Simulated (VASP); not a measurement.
A run of VASP 6.6.1:

File INCAR:

```
SYSTEM = Zn2InO
PREC = Accurate
ENCUT = 520
EDIFF = 1E-7
ISMEAR = 0
SIGMA = 0.1
LREAL = .FALSE.
LASPH = .TRUE.
NELM = 100
ALGO = Normal
ISIF = 2
LWAVE = .FALSE.
LCHARG = .TRUE.
GGA = PE
LELF = .TRUE.
LVHAR = .TRUE.
NBANDS = 30
```

KPOINTS

```
regular mesh
0
G
  14 14 8
  0 0 0
```

File POSCAR:

```
Zn2InO
1.0
    3.1618620742      0.0000000000      0.0000000000
    0.0000000000      3.1618620742      0.0000000000
    0.0000000000      0.0000000000      6.8265978323
Zn In O
2 1 1
Direct
    0.5000000000      0.0000000000      0.8220197124
    0.0000000000      0.5000000000      0.1779802876
    0.5000000000      0.5000000000      0.5000000000
    0.0000000000      0.0000000000      0.0000000000
```

Potentials or basis: VASP PAW PBE potentials, release 64 (Zn, In_d, O).

The run is started by

```bash
$ cat potpaw_PBE.64/Zn/POTCAR potpaw_PBE.64/In_d/POTCAR potpaw_PBE.64/O/POTCAR > POTCAR
$ mpirun -np 1 vasp_std > vasp.out
```

Hardware: 1 thread of Intel Xeon 8259CL, with other jobs on the host.

Problem. How long does it take, and how much memory?

Solution. It took 6.6 min on 1 thread of Intel Xeon 8259CL (shared host), peak memory 0.42 GiB. Counts: scf iterations 16, k points 180.
